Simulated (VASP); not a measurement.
# BN (P6_3mc) in VASP: notebook, part 2 of 2

VASP 6.6.1. Earlier steps stand in the parts before.

## Step 3: Single point, r2SCAN (strained cell)

POSCAR reads:

```
BN
1.0
    2.5051775940      0.0000000000      0.0000000000
   -1.2525887970      2.1695474374      0.0000000000
    0.0000000000      0.0000000000      4.2164477516
B N
2 2
Direct
    0.3333333333      0.6666666667     -0.0001657249
    0.6666666667      0.3333333333      0.4998342751
    0.3333333333      0.6666666667      0.3741657249
    0.6666666667      0.3333333333      0.8741657249
```

INCAR.step1 reads:

```
SYSTEM = BN
ALGO = Normal
EDIFF = 1E-4
ENCUT = 520
GGA = PE
ISMEAR = 0
LASPH = .True.
LCHARG = .False.
LREAL = .False.
LWAVE = .True.
NBANDS = 16
NELM = 80
PREC = Accurate
SIGMA = 0.02
```

INCAR.step2 reads:

```
SYSTEM = BN
ALGO = Normal
EDIFF = 1E-6
ENCUT = 520
ISIF = 2
ISMEAR = 0
ISTART = 1
LASPH = .True.
LCHARG = .True.
LELF = .True.
LMIXTAU = .True.
LREAL = .False.
LVHAR = .True.
LWAVE = .False.
METAGGA = R2SCAN
NBANDS = 16
NELM = 80
PREC = Accurate
SIGMA = 0.02
```

KPOINTS reads:

```
k-points
0
Gamma
  9 9 6
  0 0 0
```

Potentials or basis: VASP PAW PBE potentials, release 64 (B, N).

Launch:

```bash
cat potpaw_PBE.64/B/POTCAR potpaw_PBE.64/N/POTCAR > POTCAR
cp INCAR.step1 INCAR
mpirun -np 1 vasp_std > vasp.out
cp INCAR.step2 INCAR
mpirun -np 1 vasp_std > vasp.out
```

OUTCAR:

```text
SYSTEM = BN
   EDIFF = 1E-6
   ENCUT = 520
   ISIF = 2
   ISMEAR = 0
   ISTART = 1
   LASPH = .True.
   LREAL = .False.
   METAGGA = R2SCAN
   NELM = 80
   PREC = Accurate

 ion  position               nearest neighbor table
   1  0.333  0.667  1.000-   4 1.54   4 1.54   4 1.54   3 1.58
   2  0.667  0.333  0.500-   3 1.54   3 1.54   3 1.54   4 1.58
   3  0.333  0.667  0.374-   2 1.54   2 1.54   2 1.54   1 1.58
   4  0.667  0.333  0.874-   1 1.54   1 1.54   1 1.54   2 1.58

  LATTYP: Found a hexagonal cell.
 ALAT       =     2.5051775940
 C/A-ratio  =     1.6830933510

  Lattice vectors:

 A1 = (   2.5051775940,   0.0000000000,   0.0000000000)
 A2 = (  -1.2525887970,   2.1695474374,   0.0000000000)
 A3 = (   0.0000000000,   0.0000000000,   4.2164477516)

Analysis of symmetry for initial positions (statically):
=====================================================================
 Subroutine PRICEL returns:
 Original cell was already a primitive cell.

 Routine SETGRP: Setting up the symmetry group for a
 hexagonal supercell.

 Subroutine GETGRP returns: Found 12 space group operations
 (whereof  6 operations were pure point group operations)
 out of a pool of 24 trial point group operations.

The static configuration has the point symmetry C_3v.
 The point group associated with its full space group is C_6v.

Analysis of symmetry for dynamics (positions and initial velocities):
=====================================================================
 Subroutine PRICEL returns:
 Original cell was already a primitive cell.

 Routine SETGRP: Setting up the symmetry group for a
 hexagonal supercell.

 Subroutine GETGRP returns: Found 12 space group operations
 (whereof  6 operations were pure point group operations)
 out of a pool of 24 trial point group operations.
[... 118 lines left out ...]
   NUPDOWN=      -1.0000    fix difference up-down
   EMIN   =  10.00;   EMAX   =-10.00  energy-range for DOS
   EFERMI =   0.00;   METHOD = LEGACY
   ISMEAR =     0;   SIGMA  =   0.02  broadening in eV -4-tet -1-fermi 0-gaus
   EFERMI_NEDOS =   21; number of points for ismear=-14 and -15
   IALGO  =     38    algorithm
   IMIX   =      4    mixing-type and parameters
     AMIX     =   0.40;   BMIX     =  1.00
     AMIX_MAG =   1.60;   BMIX_MAG =  1.00
  volume/ion in A,a.u.               =       5.73        38.66
  Fermi-wavevector in a.u.,A,eV,Ry     =   1.452323  2.744493 28.698000  2.109244
  Thomas-Fermi vector in A             =   2.569719
   LORBIT       =      0    0 simple, 1 ext, 2 COOP (PROOUT), +10 PAW based schemes
   METAGGA = R2SCAN    functional components
   LHFCALC =     F    Hartree Fock is set to
   AEXX    =    0.0000 exact exchange contribution
   IVDW    =     0    specifies the selected vdW correction
   LEPSILON=     F    determine dielectric tensor
   LRPA    =     F    only Hartree local field effects (RPA)
 non-spin polarized calculation
 Gauss-broadening in eV      SIGMA  =   0.02
  energy-cutoff  :      520.00
  volume of cell :       22.92
 maximum number of plane-waves:       640
 NGX is ok and might be reduce to    20
   NGX =  9   NGY =  9   NGZ = 15

 number of electron      15.9999997 magnetization

 Free energy of the ion-electron system (eV)
  ---------------------------------------------------
  ext. energy  EPLUGINS =         0.00000000
  ---------------------------------------------------
  free energy    TOTEN  =       -38.22027562 eV

  energy without entropy =      -38.22027562  energy(sigma->0) =      -38.22027562

 E-fermi :   7.9730     XC(G=0): -13.7995

 val. band max:        7.8150615929   @ k =   0.0000   0.0000   0.0000
 cond. band min:      13.4057230989   @ k =   0.3333   0.3333   0.0000
 fundamental gap:      5.5906615060
 Fermi energy:         7.9730316158

 k-point     1 :       0.0000    0.0000    0.0000
  band No.  band energies     occupation
      1     -14.0472      2.00000
      2      -9.8310      2.00000
      3      -3.8622      2.00000
      4       5.6716      2.00000
      5       5.6716      2.00000
      6       7.4403      2.00000
[... 433 lines left out ...]
      3      -1.8329      2.00000
      4      -0.5503      2.00000
      5      -0.5503      2.00000
      6       1.4197      2.00000
[... 8 lines left out ...]
     15      25.4234      0.00000
     16      25.4234      0.00000

 [... further k-points ...]
[... 5 lines left out ...]
  --------------------------------------------------------------------------------------
  -------------------------------------------------------------------------------------
  Total        2.7658478      2.7658478      0.1092709      0.0000000     -0.0000000      0.0000000
  in kB      193.3679369    193.3679369      7.6394227      0.0000000     -0.0000000      0.0000000
  external PRESSURE =     131.4584322 kB  Pullay stress =       0.0000000 kB

 VOLUME and BASIS-vectors are now :
 -----------------------------------------------------------------------------
  energy-cutoff  :      520.00
  volume of cell :       22.92
      direct lattice vectors                 reciprocal lattice vectors
     2.505177594  0.000000000  0.000000000     0.399173297  0.230462811  0.000000000
    -1.252588797  2.169547437  0.000000000     0.000000000  0.460925621  0.000000000
     0.000000000  0.000000000  4.216447752     0.000000000  0.000000000  0.237166463

 POSITION                                       TOTAL-FORCE (eV/Angst)
 -----------------------------------------------------------------------------------
     -0.00000      1.44636      4.21575         0.000000     -0.000000      0.011431
      1.25259      0.72318      2.10753        -0.000000     -0.000000      0.011431
     -0.00000      1.44636      1.57765         0.000000      0.000000     -0.011431
      1.25259      0.72318      3.68587        -0.000000     -0.000000     -0.011431
 -----------------------------------------------------------------------------------
    total drift:                               -0.000000      0.000000     -0.001777

  FREE ENERGIE OF THE ION-ELECTRON SYSTEM (eV)
  ---------------------------------------------------
  free  energy   TOTEN  =       -38.2202756197 eV

  energy  without entropy=      -38.2202756197  energy(sigma->0) =      -38.22027562
```

Run time: 2.5 min. Hardware: 1 thread of AMD EPYC, shared host; peak memory 0.11 GiB.

Results:

```
Free energy            : -38.2203 eV
Pressure               : 13.1 GPa
Largest force          : 0.011 eV/Å
Band gap on the k mesh : 5.59 eV (least direct gap 8.89 eV)
```

Forces in eV/Å, atoms in the order of the input:
```
B    0.000  0.000  0.011
B    0.000  0.000  0.011
N    0.000  0.000 -0.011
N    0.000  0.000 -0.011
```

Caveat: the cell differs from its parent crystal (strained cell); the stress differs along the axes, from 1 to 19 GPa; the PAW data sets were made with another functional, which shifts forces and pressure a little.

## Step 4: Single point, r2SCAN (strained cell)

Changes to POSCAR since step 3:

```diff
@@ -4,3 +4,3 @@
    -1.2525887970      2.1695474374      0.0000000000
-    0.0000000000      0.0000000000      4.2164477516
+    0.0000000000      0.0000000000      4.2140508624
 B N
```

INCAR.step1 reads:

```
ALGO = Normal ; EDIFF = 1E-4
ENCUT = 520 ; GGA = PE
ISMEAR = 0 ; LASPH = T
LCHARG = F ; LREAL = F
LWAVE = T ; NBANDS = 16
NELM = 60 ; PREC = Accurate
SIGMA = 0.02
```

INCAR.step2 reads:

```
ALGO = Normal ; EDIFF = 1E-6
ENCUT = 520 ; ISIF = 2
ISMEAR = 0 ; ISTART = 1
LASPH = T ; LCHARG = F
LMIXTAU = T ; LREAL = F
LWAVE = F ; METAGGA = R2SCAN
NBANDS = 16 ; NELM = 60
PREC = Accurate ; SIGMA = 0.02
```

KPOINTS reads:

```
k-points
0
Gamma
  9 9 6
```

Launch:

```bash
cat potpaw_PBE.64/B/POTCAR potpaw_PBE.64/N/POTCAR > POTCAR
cp INCAR.step1 INCAR
mpirun -np 1 vasp_std > vasp.out
cp INCAR.step2 INCAR
mpirun -np 1 vasp_std > vasp.out
```

Wall time 2.5 min (1 thread of AMD EPYC, shared host); peak memory 0.11 GiB.

The run converged. Its results:

```
Free energy            : -38.2201 eV
Pressure               : 13.4 GPa
Largest force          : 0.012 eV/Å
Band gap on the k mesh : 5.59 eV (least direct gap 8.91 eV)
```

Forces on the atoms (eV/Å):
```
B    0.000  0.000  0.012
B    0.000  0.000  0.012
N    0.000  0.000 -0.012
N    0.000  0.000 -0.012
```

Stress tensor (GPa, compression positive):
```
19.38  0.00  0.00
 0.00 19.38  0.00
 0.00  0.00  1.39
```

Levels at points of the mesh, in eV from the valence-band top:
| k point | band 5 | band 6 | band 7 | band 8 | band 9 | band 10 | band 11 | band 12 |
| --- | --- | --- | --- | --- | --- | --- | --- | --- |
| (0.00, 0.00, 0.00) | -2.15 | -0.37 | 0.00 | 0.00 | 8.91 | 9.35 | 9.35 | 10.94 |
| (0.00, 0.00, 0.50) | -1.18 | -1.18 | -1.18 | -1.18 | 10.75 | 10.75 | 10.95 | 10.95 |

Caveat: the cell differs from its parent crystal (strained cell); the stress differs along the axes, from 1 to 19 GPa; the PAW data sets were made with another functional, which shifts forces and pressure a little.

## Step 5: Single point, r2SCAN (strained cell)

Changes to POSCAR since step 4:

```diff
@@ -4,3 +4,3 @@
    -1.2525887970      2.1695474374      0.0000000000
-    0.0000000000      0.0000000000      4.2140508624
+    0.0000000000      0.0000000000      4.2138415940
 B N
```

INCAR.step1 reads:

```
SYSTEM = BN
ALGO = Normal
EDIFF = 1E-4
ENCUT = 520
GGA = PE
ISMEAR = 0
LASPH = .True.
LCHARG = .False.
LREAL = .False.
LWAVE = .True.
NBANDS = 16
NELM = 60
PREC = Accurate
SIGMA = 0.02
```

INCAR.step2 reads:

```
SYSTEM = BN
ALGO = Normal
EDIFF = 1E-7
ENCUT = 520
ISIF = 2
ISMEAR = 0
ISTART = 1
LASPH = .True.
LCHARG = .True.
LELF = .True.
LMIXTAU = .True.
LREAL = .False.
LVHAR = .True.
LWAVE = .False.
METAGGA = R2SCAN
NBANDS = 16
NELM = 60
PREC = Accurate
SIGMA = 0.02
```

KPOINTS reads:

```
k-points
0
Gamma
  9 9 6
  0 0 0
```

Potentials or basis: VASP PAW PBE potentials, release 64 (B, N).

Launch:

```bash
cat potpaw_PBE.64/B/POTCAR potpaw_PBE.64/N/POTCAR > POTCAR
cp INCAR.step1 INCAR
mpirun -np 1 vasp_std > vasp.out
cp INCAR.step2 INCAR
mpirun -np 1 vasp_std > vasp.out
```

OUTCAR:

```text
SYSTEM = BN
   EDIFF = 1E-7
   ENCUT = 520
   ISIF = 2
   ISMEAR = 0
   ISTART = 1
   LASPH = .True.
   LREAL = .False.
   METAGGA = R2SCAN
   NELM = 60
   PREC = Accurate

 ion  position               nearest neighbor table
   1  0.333  0.667  1.000-   4 1.54   4 1.54   4 1.54   3 1.58
   2  0.667  0.333  0.500-   3 1.54   3 1.54   3 1.54   4 1.58
   3  0.333  0.667  0.374-   2 1.54   2 1.54   2 1.54   1 1.58
   4  0.667  0.333  0.874-   1 1.54   1 1.54   1 1.54   2 1.58

  LATTYP: Found a hexagonal cell.
 ALAT       =     2.5051775940
[... 657 lines left out ...]
  Direction    XX          YY          ZZ          XY          YZ          ZX
  --------------------------------------------------------------------------------------
  -------------------------------------------------------------------------------------
  Total        2.7716615      2.7716615      0.2071330      0.0000000      0.0000000      0.0000000
  in kB      193.8942359    193.8942359     14.4901847      0.0000000      0.0000000      0.0000000
  external PRESSURE =     134.0928855 kB  Pullay stress =       0.0000000 kB

 VOLUME and BASIS-vectors are now :
 -----------------------------------------------------------------------------
  energy-cutoff  :      520.00
  volume of cell :       22.90
      direct lattice vectors                 reciprocal lattice vectors
     2.505177594  0.000000000  0.000000000     0.399173297  0.230462811  0.000000000
    -1.252588797  2.169547437  0.000000000     0.000000000  0.460925621  0.000000000
     0.000000000  0.000000000  4.213841594     0.000000000  0.000000000  0.237313145

 POSITION                                       TOTAL-FORCE (eV/Angst)
 -----------------------------------------------------------------------------------
     -0.00000      1.44636      4.21314        -0.000000      0.000000      0.012518
      1.25259      0.72318      2.10622         0.000000      0.000000      0.012518
     -0.00000      1.44636      1.57668        -0.000000      0.000000     -0.012518
      1.25259      0.72318      3.68360         0.000000      0.000000     -0.012518
 -----------------------------------------------------------------------------------
    total drift:                               -0.000000      0.000000     -0.001740

  FREE ENERGIE OF THE ION-ELECTRON SYSTEM (eV)
  ---------------------------------------------------
  free  energy   TOTEN  =       -38.2201198999 eV

  energy  without entropy=      -38.2201198999  energy(sigma->0) =      -38.22011990
```

OUTCAR.step1:

```text
SYSTEM = BN
   EDIFF = 1E-4
   ENCUT = 520
   GGA = PE
   ISMEAR = 0
   LASPH = .True.
   LREAL = .False.
   NELM = 60
[... 686 lines left out ...]
      1.25259      0.72318      2.10622        -0.000000      0.000000      0.041688
     -0.00000      1.44636      1.57668         0.000000     -0.000000     -0.041688
      1.25259      0.72318      3.68360        -0.000000      0.000000     -0.041688
 -----------------------------------------------------------------------------------
    total drift:                               -0.000000      0.000000     -0.000273

  FREE ENERGIE OF THE ION-ELECTRON SYSTEM (eV)
  ---------------------------------------------------
  free  energy   TOTEN  =       -34.7662642463 eV

  energy  without entropy=      -34.7662642463  energy(sigma->0) =      -34.76626425
```

It took 2.6 min on 1 thread of AMD EPYC, shared host; peak memory 0.11 GiB.

Results:

- Free energy: -38.2201 eV
- Pressure: 13.4 GPa
- Largest force: 0.013 eV/Å
- Band gap on the k mesh: 5.59 eV (least direct gap 8.91 eV)

Forces in eV/Å, atoms in the order of the input:
```
B    0.000  0.000  0.013
B    0.000  0.000  0.013
N    0.000  0.000 -0.013
N    0.000  0.000 -0.013
```

Levels at points of the mesh, in eV from the valence-band top:
| k point | band 4 | band 5 | band 6 | band 7 | band 8 | band 9 | band 10 | band 11 | band 12 | band 13 |
| --- | --- | --- | --- | --- | --- | --- | --- | --- | --- | --- |
| (0.00, 0.00, 0.00) | -2.15 | -2.15 | -0.37 | 0.00 | 0.00 | 8.91 | 9.35 | 9.35 | 10.94 | 12.22 |
| (0.00, 0.00, 0.50) | -6.28 | -1.19 | -1.19 | -1.19 | -1.19 | 10.75 | 10.75 | 10.95 | 10.95 | 10.95 |

Caveat: the cell differs from its parent crystal (strained cell); the stress differs along the axes, from 1 to 19 GPa; the PAW data sets were made with another functional, which shifts forces and pressure a little. A k mesh can miss the band edges.

## Step 6: Single point, r2SCAN

This run uses another cell than the first one, of 5.73 Å³/atom.

POSCAR is that of step 5.

INCAR.step1 reads:

```
SYSTEM = BN
PREC = Accurate ; ENCUT = 520
ISMEAR = 0 ; SIGMA = 0.01
LREAL = .FALSE. ; LASPH = .TRUE.
NELM = 100 ; NBANDS = 16
GGA = PE ; ALGO = Normal
EDIFF = 1E-4 ; LWAVE = .TRUE.
LCHARG = .FALSE.
```

INCAR.step2 reads:

```
SYSTEM = BN
PREC = Accurate ; ENCUT = 520
EDIFF = 1E-6 ; ISMEAR = 0
SIGMA = 0.01 ; LREAL = .FALSE.
LASPH = .TRUE. ; NELM = 100
ALGO = Normal ; ISIF = 2
LWAVE = .FALSE. ; LCHARG = .TRUE.
METAGGA = R2SCAN ; LMIXTAU = .TRUE.
LELF = .TRUE. ; LVHAR = .TRUE.
NBANDS = 16 ; ISTART = 1
```

KPOINTS reads:

```
regular mesh
0
G
  9 9 6
  0 0 0
```

Potentials or basis: VASP PAW PBE potentials, release 64 (B, N).

Launch:

```bash
cat potpaw_PBE.64/B/POTCAR potpaw_PBE.64/N/POTCAR > POTCAR
cp INCAR.step1 INCAR
mpirun -np 1 vasp_std > vasp.out
cp INCAR.step2 INCAR
mpirun -np 1 vasp_std > vasp.out
```

Run time: 1.9 min. Hardware: 1 thread of AMD EPYC, shared host; peak memory 0.11 GiB.

Results (log left out):

```yaml
Free_energy: -38.2201 eV
Pressure: 13.4 GPa
Largest_force: 0.013 eV/Å
Band_gap_on_the_k_mesh: 5.59 eV (least direct gap 8.91 eV)
```

Forces on the atoms (eV/Å):
```
B    0.000  0.000  0.013
B    0.000  0.000  0.013
N    0.000  0.000 -0.013
N    0.000  0.000 -0.013
```

Stress tensor (GPa, compression positive):
```
19.39  0.00  0.00
 0.00 19.39  0.00
 0.00  0.00  1.45
```

Levels at points of the mesh, in eV from the valence-band top:
```
           k point  band 6  band 7  band 8  band 9  band 10  band 11
(0.00, 0.00, 0.00)   -0.37    0.00    0.00    8.91     9.35     9.35
(0.00, 0.00, 0.50)   -1.19   -1.19   -1.19   10.75    10.75    10.95
```

Caveat: the stress differs along the axes, from 1 to 19 GPa; the PAW data sets were made with another functional, which shifts forces and pressure a little.

## Step 7: The runs side by side

```csv
cell,smearing,gap on the mesh (eV),pressure (GPa),largest force (eV/Å)
"a = 2.505, b = 2.505, c = 4.119 Å, angles 90.0, 90.0, 120.0°, 4 atoms",gaussian 0.02 eV,5.65,23.8,-
"a = 2.505, b = 2.505, c = 4.216 Å, angles 90.0, 90.0, 120.0°, 4 atoms",gaussian 0.02 eV,5.59,13.1,0.01
"a = 2.505, b = 2.505, c = 4.214 Å, angles 90.0, 90.0, 120.0°, 4 atoms",gaussian 0.02 eV,5.59,13.4,0.01
"a = 2.505, b = 2.505, c = 4.214 Å, angles 90.0, 90.0, 120.0°, 4 atoms",gaussian 0.01 eV,5.59,13.4,0.01
```

Alike in all rows: task single point; level r2SCAN; potentials or basis VASP PAW PBE potentials, release 64 (B, N); no spin polarisation; k mesh 9 × 9 × 6; cutoff (eV) 520.

Caveats: the PAW data sets were made with another functional, which shifts forces and pressure a little; the stress differs along the axes, from 1 to 19 GPa (at least some runs); the stress differs along the axes, from 21 to 29 GPa (at least some runs).

Total energies depend on the potentials used, so only differences within one code and one set of settings carry meaning.
